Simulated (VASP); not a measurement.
Something may be wrong with this VASP 6.6.1 calculation of Al2Au.

Contents of POSCAR:

```
Al2Au
1.0
    0.0000000000      3.0000000000      3.0000000000
    3.0000000000      0.0000000000      3.0000000000
    3.0000000000      3.0000000000      0.0000000000
Au Al
1 2
Direct
    0.0000000000      0.0000000000      0.0000000000
    0.7500000000      0.7500000000      0.7500000000
    0.2500000000      0.2500000000      0.2500000000
```

INCAR.step1

```
SYSTEM = Al2Au
ALGO = Normal ; EDIFF = 1E-6
ENCUT = 280 ; GGA = PE
GGA_COMPAT = .FALSE. ; ISMEAR = 1
LASPH = .TRUE. ; LCHARG = .TRUE.
LMAXMIX = 4 ; LREAL = .FALSE.
LWAVE = .FALSE. ; NBANDS = 26
NELM = 120 ; PREC = Accurate
SIGMA = 0.1
```

KPOINTS.step1

```
k-points
0
Gamma
  9 9 9
```

Contents of INCAR.step2:

```
SYSTEM = Al2Au
ALGO = Normal ; EDIFF = 1E-6
EMAX = 15.8128 ; EMIN = -9.1872
ENCUT = 280 ; GGA = PE
GGA_COMPAT = .FALSE. ; ICHARG = 11
ISMEAR = -5 ; LASPH = .TRUE.
LCHARG = .FALSE. ; LMAXMIX = 4
LORBIT = 11 ; LREAL = .FALSE.
LWAVE = .FALSE. ; NBANDS = 26
NEDOS = 2001 ; NELM = 76
PREC = Accurate
```

Contents of KPOINTS.step2:

```
Automatic mesh
0
Gamma
  1 1 1
  0 0 0
```

Potentials or basis: VASP PAW PBE potentials, release 64 (Au, Al).

Launch:

```sh
$ cat potpaw_PBE.64/Au/POTCAR potpaw_PBE.64/Al/POTCAR > POTCAR
$ cp INCAR.step1 INCAR
$ cp KPOINTS.step1 KPOINTS
$ mpirun -np 1 vasp_std > vasp.out
$ cp INCAR.step2 INCAR
$ cp KPOINTS.step2 KPOINTS
$ mpirun -np 1 vasp_std > vasp.out
```

OUTCAR:

```text
SYSTEM = Al2Au
   EDIFF = 1E-6
   EMIN = -9.1872
   ENCUT = 280
   GGA = PE
   ICHARG = 11
   ISMEAR = -5
   LASPH = .TRUE.
   LORBIT = 11
   LREAL = .FALSE.
   NELM = 76
   PREC = Accurate

|       ---->  I REFUSE TO CONTINUE WITH THIS SICK JOB ... BYE!!! <----       |
|                                                                             |
 -----------------------------------------------------------------------------
```

On the terminal:

```text
POSCAR found type information on POSCAR AuAl
 POSCAR found :  2 types and       3 ions
[... 17 lines left out ...]

1
```

Question: Diagnose the run.

Answer: The program refused the input. The input holds a flaw that was put in on purpose: tetrahedra on too few k points (KPAR = left out; k = 1 × 1 × 1).

A sound run on the same cell differs in these lines of the main input:
```diff
@@ -3,2 +3,2 @@
-EMAX = 15.8128 ; EMIN = -9.1872
-ENCUT = 280 ; GGA = PE
+EMAX = 15.81 ; EMIN = -9.19
+ENCUT = 480 ; GGA = PE
@@ -10 +10 @@
-NEDOS = 2001 ; NELM = 76
+NEDOS = 4001 ; NELM = 120
```
